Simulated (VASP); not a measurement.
A run of VASP 6.6.1:

INCAR

```
SYSTEM = Ti2NbC3
PREC = Accurate
ENCUT = 520
EDIFF = 1E-6
ISMEAR = 0
SIGMA = 0.1
LREAL = .FALSE.
LASPH = .TRUE.
NELM = 150
ALGO = Normal
ISIF = 2
LWAVE = .FALSE.
LCHARG = .FALSE.
ISPIN = 2
MAGMOM = 1 1 1 0 0 0
LORBIT = 11
LMAXMIX = 4
GGA = PE
NBANDS = 38
```

The input KPOINTS:

```
regular mesh
0
G
  6 6 6
  0 0 0
```

File POSCAR:

```
Ti2NbC3
1.0
    4.8129194590      0.0000000000      0.0000000000
   -2.4064597295      4.1681105178      0.0000000000
    0.0000000000      0.0000000000      3.2241463215
Ti Nb C
2 1 3
Direct
    0.3333333333      0.6666666667      0.0000000000
    0.6666666667      0.3333333333      0.0000000000
    0.0000000000      0.0000000000      0.5000000000
    0.5000000000      0.0000000000      0.5000000000
    0.0000000000      0.5000000000      0.5000000000
    0.5000000000      0.5000000000      0.5000000000
```

Potentials or basis: VASP PAW PBE potentials, release 64 (Ti_sv, Nb_sv, C).

Run with:

```sh
$ cat potpaw_PBE.64/Ti_sv/POTCAR potpaw_PBE.64/Nb_sv/POTCAR potpaw_PBE.64/C/POTCAR > POTCAR
$ mpirun -np 1 vasp_std > vasp.out
```

Hardware: 1 thread of Intel Xeon 8259CL, with other jobs on the host.

Problem. How long does it take, and how much memory?

Solution. Run time: 4.1 min on 1 thread of Intel Xeon 8259CL (shared host), peak memory 0.26 GiB. Counts: scf iterations 16, k points 28.
